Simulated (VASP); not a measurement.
The system is Nb.

```xyz
1
Lattice="-1.6548 1.6619 1.6631 1.6119 -1.6698 1.6281 1.7028 1.7178 -1.6710" Properties=species:S:1:pos:R:3 pbc="T T T"
Nb    0.0014    0.0170   -0.0261
```

This cell differs from its parent crystal: the cell strained at random.

Base run:

- Program: VASP 6.6.1
- Functional: PBEsol
- Potentials or basis: VASP PAW PBE potentials, release 64 (Nb_sv)
- Cutoff: 500 eV
- k mesh: 11 × 11 × 11
- Occupations: fermi-dirac, width 0.05 eV
- Spin: no spin polarisation

Its results: pressure -8.2 GPa.

Q: The run is repeated on the same cell with these changes: functional from PBEsol to PBE; cutoff from 500 eV to 520 eV; further incar settings from ALGO = Normal; EDIFF = 1e-06; NBANDS = 12 to ALGO = Fast; EDIFF = 1e-06; NBANDS = 12. What comes out?

A: Pressure -2.4 GPa.

Caveats: the PAW data sets were made with another functional, which shifts forces and pressure a little (some runs).
